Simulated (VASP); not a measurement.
# Pt (P6_3/mmc) in VASP: further runs, part 2 of 2

VASP 6.6.1.

## Step 4: Single point, LDA, collinear spin, ferromagnetic start

This run uses another cell than the first one, of 14.85 Å³/atom, 0.957 times its volume.

Input file INCAR:

```
SYSTEM = Pt
PREC = Accurate ; ENCUT = 520
EDIFF = 1E-6 ; ISMEAR = 0
SIGMA = 0.15 ; LREAL = .FALSE.
LASPH = .TRUE. ; NELM = 150
ALGO = Normal ; ISIF = 2
LWAVE = .FALSE. ; LCHARG = .FALSE.
ISPIN = 2 ; MAGMOM = 0.45 0.45
LORBIT = 11 ; NUPDOWN = 0.9
LMAXMIX = 4 ; GGA = CA
NBANDS = 21
```

Input file KPOINTS:

```
regular mesh
0
G
  21 21 10
  0 0 0
```

Input file POSCAR:

```
Pt
1.0
    2.7082945876      0.0000000000      0.0000000000
   -1.3541472938      2.3454519138      0.0000000000
    0.0000000000      0.0000000000      4.6765103647
Pt
2
Direct
    0.6666666667      0.3333333333      0.7500000000
    0.3333333333      0.6666666667      0.2500000000
```

Potentials or basis: VASP PAW LDA potentials, release 64 (Pt).

On the command line:

```
$ cat potpaw_LDA.64/Pt/POTCAR > POTCAR
$ mpirun -np 1 vasp_std > vasp.out
```

OUTCAR:

```text
SYSTEM = Pt
   PREC = Accurate
   ENCUT = 520
   EDIFF = 1E-6
   ISMEAR = 0
   LREAL = .FALSE.
   LASPH = .TRUE.
   NELM = 150
   ISIF = 2
   ISPIN = 2
   LORBIT = 11
   NUPDOWN = 0.9
   GGA = CA

 ion  position               nearest neighbor table
   1  0.667  0.333  0.750-   2 2.81   2 2.81   2 2.81   2 2.81   2 2.81   2 2.81
   2  0.333  0.667  0.250-   1 2.81   1 2.81   1 2.81   1 2.81   1 2.81   1 2.81

  LATTYP: Found a hexagonal cell.
 ALAT       =     2.7082945876
 C/A-ratio  =     1.7267362222

  Lattice vectors:

 A1 = (   2.7082945876,   0.0000000000,   0.0000000000)
 A2 = (  -1.3541472938,   2.3454519138,   0.0000000000)
 A3 = (   0.0000000000,   0.0000000000,   4.6765103647)

Analysis of symmetry for initial positions (statically):
=====================================================================
 Subroutine PRICEL returns:
 Original cell was already a primitive cell.

 Routine SETGRP: Setting up the symmetry group for a
 hexagonal supercell.

 Subroutine GETGRP returns: Found 24 space group operations
 (whereof 12 operations were pure point group operations)
 out of a pool of 24 trial point group operations.

The static configuration has the point symmetry D_3d.
 The point group associated with its full space group is D_6h.

Analysis of symmetry for dynamics (positions and initial velocities):
=====================================================================
 Subroutine PRICEL returns:
 Original cell was already a primitive cell.

 Routine SETGRP: Setting up the symmetry group for a
 hexagonal supercell.

 Subroutine GETGRP returns: Found 24 space group operations
 (whereof 12 operations were pure point group operations)
 out of a pool of 24 trial point group operations.

The dynamic configuration has the point symmetry D_3d.
 The point group associated with its full space group is D_6h.

Analysis of structural, dynamic, and magnetic symmetry:
=====================================================================
 Subroutine PRICEL returns:
 Original cell was already a primitive cell.

 Routine SETGRP: Setting up the symmetry group for a
[... 151 lines left out ...]
  free energy    TOTEN  =       -14.84331113 eV

  energy without entropy =      -14.81064875  energy(sigma->0) =      -14.82697994

 E-fermi :  11.3073     XC(G=0): -13.7710

 val. band max:       11.5848561848   @ k =   0.4286  -0.0000   0.1000
 cond. band min:      11.3087699299   @ k =   0.2381   0.1429   0.3000
 fundamental gap:     -0.2760862549
 Fermi energy:        11.5853066253

 spin component 1

 k-point     1 :       0.0000    0.0000    0.0000
  band No.  band energies     occupation
      1       0.9695      1.00000
      2       3.6438      1.00000
      3       6.9425      1.00000
      4       7.5194      1.00000
      5       7.5194      1.00000
      6       7.9343      1.00000
[... 565 lines left out ...]
     20      32.9362      0.00000
     21      33.8617      0.00000

 [... further k-points ...]

 spin component 2

 k-point     1 :       0.0000    0.0000    0.0000
  band No.  band energies     occupation
      1       1.0681      1.00000
      2       3.8203      1.00000
      3       7.1976      1.00000
      4       7.7634      1.00000
      5       7.7634      1.00000
      6       8.1841      1.00000
[... 565 lines left out ...]
     20      33.0536      0.00000
     21      33.9971      0.00000

 [... further k-points ...]

------------------------ aborting loop because EDIFF is reached ----------------------------------------

  FORCE on cell =-STRESS in cart. coord.  units (eV):
  Direction    XX          YY          ZZ          XY          YZ          ZX
  --------------------------------------------------------------------------------------
  -------------------------------------------------------------------------------------
  Total        0.6470184      0.6470184     -0.2058982     -0.0000000     -0.0000000      0.0000000
  in kB       34.8965835     34.8965835    -11.1050039     -0.0000000     -0.0000000      0.0000000
  external PRESSURE =      19.5627210 kB  Pullay stress =       0.0000000 kB

 VOLUME and BASIS-vectors are now :
 -----------------------------------------------------------------------------
  energy-cutoff  :      520.00
  volume of cell :       29.71
      direct lattice vectors                 reciprocal lattice vectors
     2.708294588  0.000000000  0.000000000     0.369236052  0.213178534  0.000000000
    -1.354147294  2.345451914  0.000000000     0.000000000  0.426357068  0.000000000
     0.000000000  0.000000000  4.676510365     0.000000000  0.000000000  0.213834659

 POSITION                                       TOTAL-FORCE (eV/Angst)
 -----------------------------------------------------------------------------------
      1.35415      0.78182      3.50738        -0.000000      0.000000      0.000000
     -0.00000      1.56363      1.16913         0.000000     -0.000000      0.000000
 -----------------------------------------------------------------------------------
    total drift:                               -0.000000      0.000000     -0.000000

  FREE ENERGIE OF THE ION-ELECTRON SYSTEM (eV)
  ---------------------------------------------------
  free  energy   TOTEN  =       -14.8433111313 eV

  energy  without entropy=      -14.8106487479  energy(sigma->0) =      -14.82697994

 total charge

# of ion       s       p       d       tot
------------------------------------------
    1        0.652   0.634   8.069   9.355
    2        0.652   0.634   8.069   9.355
--------------------------------------------------
tot          1.304   1.269  16.138  18.710

 magnetization (x)

# of ion       s       p       d       tot
------------------------------------------
    1        0.003   0.001   0.437   0.441
    2        0.003   0.001   0.437   0.441
--------------------------------------------------
tot          0.007   0.002   0.874   0.883
```

stdout:

```text
POSCAR found type information on POSCAR Pt
 POSCAR found :  1 types and       2 ions
 scaLAPACK will be used
 LDA part: xc-table for (Slater(with rela. corr.)+CA(PZ))
 , standard interpolation
 POSCAR, INCAR and KPOINTS ok, starting setup
 FFT: planning ... GRIDC
 FFT: planning ... GRID_SOFT
 FFT: planning ... GRID
 WAVECAR not read
 entering main loop
```

Run time: 97 s. Hardware: 1 thread of Intel Xeon 6975P-C (Granite Rapids), shared host; peak memory 0.32 GiB.

What came out:

| Quantity | Value |
| --- | --- |
| Free energy | -14.8433 eV |
| Pressure | 2.0 GPa |
| Net moment | 0.90 μB per cell |
| Site moments | Pt +0.44 μB |
| Valence electrons inside the program's atomic spheres | Pt 9.36 |

Caveat: spin-orbit coupling is left out, which moves the levels of the heavy elements; the total moment is fixed, so each spin has its own Fermi level.

## Step 5: Single point, LDA, collinear spin, ferromagnetic start

This run uses another cell than the first one, of 14.85 Å³/atom, 0.957 times its volume.

Input file INCAR:

```
SYSTEM = Pt
  PREC = Accurate
  ENCUT = 520
  EDIFF = 1E-6
  ISMEAR = 0
  SIGMA = 0.15
  LREAL = .FALSE.
  LASPH = .TRUE.
  NELM = 150
  ALGO = Normal
  ISIF = 2
  LWAVE = .FALSE.
  LCHARG = .FALSE.
  ISPIN = 2
  MAGMOM = 0.25 0.25
  LORBIT = 11
  NUPDOWN = 0.5
  LMAXMIX = 4
  GGA = CA
  NBANDS = 21
```

Input file KPOINTS:

```
Automatic mesh
0
G
  21 21 10
  0 0 0
```

POSCAR is that of step 4.

On the command line:

```
$ cat potpaw_LDA.64/Pt/POTCAR > POTCAR
$ mpirun -np 1 vasp_std > vasp.out
```

Run time: 95 s. Hardware: 1 thread of Intel Xeon 6975P-C (Granite Rapids), shared host; peak memory 0.33 GiB.

It converged, with:

```
Free energy                                           : -14.8836 eV
Pressure                                              : 1.2 GPa
Net moment                                            : 0.50 μB per cell
Site moments                                          : Pt +0.24 μB
Valence electrons inside the program's atomic spheres : Pt 9.36
```

Stress tensor (GPa, compression positive):
```
 1.98  0.00  0.00
 0.00  1.98  0.00
 0.00  0.00 -0.30
```

Caveat: spin-orbit coupling is left out, which moves the levels of the heavy elements; the total moment is fixed, so each spin has its own Fermi level.

## Step 6: Overview

| fixed moment (μB) | cell | pressure (GPa) | moment (μB) |
| --- | --- | --- | --- |
| 0.5 | a = 2.748, b = 2.748, c = 4.746 Å, angles 90.0, 90.0, 120.0°, 2 atoms | -10.8 | 0.50 |
| 1.0 | a = 2.862, b = 2.862, c = 4.942 Å, angles 90.0, 90.0, 120.0°, 2 atoms | -30.7 | 1.00 |
| 0.9 | a = 2.708, b = 2.708, c = 4.677 Å, angles 90.0, 90.0, 120.0°, 2 atoms | 2.0 | 0.90 |
| 0.5 | a = 2.708, b = 2.708, c = 4.677 Å, angles 90.0, 90.0, 120.0°, 2 atoms | 1.2 | 0.50 |

Alike in all rows: task single point; level LDA; potentials or basis VASP PAW LDA potentials, release 64 (Pt); spin collinear, ferromagnetic start; k mesh 21 × 21 × 10; cutoff (eV) 520; smearing gaussian 0.15 eV.

Caveats: spin-orbit coupling is left out, which moves the levels of the heavy elements; the total moment is fixed, so each spin has its own Fermi level.

Total energies depend on the potentials used, so only differences within one code and one set of settings carry meaning.
